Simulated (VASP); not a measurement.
A run of VASP 6.6.1 is set up as follows.

Contents of POSCAR:

```
AlH3
1.0
    5.3791188200      0.0000000000      0.0000000000
    0.0000000000      7.3403833200      0.0000000000
    0.0000000000      0.0000000000      5.7476738100
Al H
6 18
Direct
    0.7122223100      0.9143389000      0.0000000000
    0.2877776900      0.0856611000      0.0000000000
    0.2122223100      0.5856611000      0.5000000000
    0.5000000000      0.0000000000      0.5000000000
    0.7877776900      0.4143389000      0.5000000000
    0.0000000000      0.5000000000      0.0000000000
    0.2972226100      0.0840336000      0.2983515700
    0.5981936500      0.1379122400      0.0000000000
    0.3256605100      0.8008995400      0.5000000000
    0.7027773900      0.9159664000      0.2983515700
    0.1743394900      0.3008995400      0.0000000000
    0.0981936500      0.3620877600      0.5000000000
    0.2027773900      0.5840336000      0.2016484300
    0.9018063500      0.6379122400      0.5000000000
    0.6743394900      0.1991004600      0.5000000000
    0.0000000000      0.0000000000      0.0000000000
    0.4018063500      0.8620877600      0.0000000000
    0.8256605100      0.6991004600      0.0000000000
    0.7972226100      0.4159664000      0.2016484300
    0.2027773900      0.5840336000      0.7983515700
    0.7027773900      0.9159664000      0.7016484300
    0.7972226100      0.4159664000      0.7983515700
    0.2972226100      0.0840336000      0.7016484300
    0.5000000000      0.5000000000      0.5000000000
```

INCAR.step1

```
SYSTEM = AlH3
ALGO = Normal ; EDIFF = 1E-4
ENCUT = 520 ; GGA = PE
ISMEAR = -1 ; LASPH = .True.
LCHARG = .False. ; LREAL = Auto
LWAVE = .True. ; NBANDS = 36
NELM = 80 ; PREC = Accurate
SIGMA = 0.02
```

File INCAR.step2:

```
SYSTEM = AlH3
ALGO = Normal ; EDIFF = 1E-8
ENCUT = 520 ; ISIF = 2
ISMEAR = -1 ; ISTART = 1
LASPH = .True. ; LCHARG = .False.
LEFG = .True. ; LMIXTAU = .True.
LREAL = Auto ; LWAVE = .False.
METAGGA = R2SCAN ; NBANDS = 36
NELM = 80 ; PREC = Accurate
SIGMA = 0.02
```

File KPOINTS:

```
k-points
0
Gamma
  5 4 5
  0 0 0
```

Potentials or basis: VASP PAW PBE potentials, release 64 (Al, H).

Run with:

```bash
$ cat potpaw_PBE.64/Al/POTCAR potpaw_PBE.64/H/POTCAR > POTCAR
$ cp INCAR.step1 INCAR
$ mpirun -np 1 vasp_std > vasp.out
$ cp INCAR.step2 INCAR
$ mpirun -np 1 vasp_std > vasp.out
```

(1) Estimate the pressure.

(2) What does it give for the largest force?

## Answers

(1) -0.2 GPa.

(2) 0.018 eV/Å.

Caveat: without QUAD_EFG the Cq values of the log hold for a quadrupole moment of 1 mb, not for the nuclei; the PAW data sets were made with another functional, which shifts forces and pressure a little.
